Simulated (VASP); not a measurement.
Au, 2 atoms in the cell. It takes space group P6_3/mmc (No. 194, hexagonal). The conventional cell has a = 2.957 Å, b = 2.957 Å, c = 5.043 Å, α = 90.00°, β = 90.00°, γ = 120.00°. Au (site symmetry -6m2) has 12 Au at 2.96 to 3.05 Å within 3.9 Å. This isn't the form of Au at room conditions, which is fcc.

* Program: VASP 6.6.1
* Task: single point
* Functional: PBE
* Potentials or basis: VASP PAW PBE potentials, release 64 (Au)
* Cutoff: 520 eV
* k mesh: 18 × 18 × 10
* Occupations: gaussian, width 0.1 eV
* Spin: no spin polarisation
* Dipole correction: no
* Further INCAR settings: ALGO = Fast; EDIFF = 1e-07; NBANDS = 18

Potentials or basis: VASP PAW PBE potentials, release 64 (Au).

Run with:

```console
$ cat potpaw_PBE.64/Au/POTCAR > POTCAR
$ mpirun -np 1 vasp_std > vasp.out
```

Hardware: 1 thread of Intel(R) Xeon(R) 6975P-C (Granite Rapids), on a shared host.

Q: How long does it take, and how much memory?

A: Run time: 58 s on 1 thread of Intel(R) Xeon(R) 6975P-C (Granite Rapids) (shared host), peak memory 0.25 GiB. Counts: scf iterations 15, k points 222.
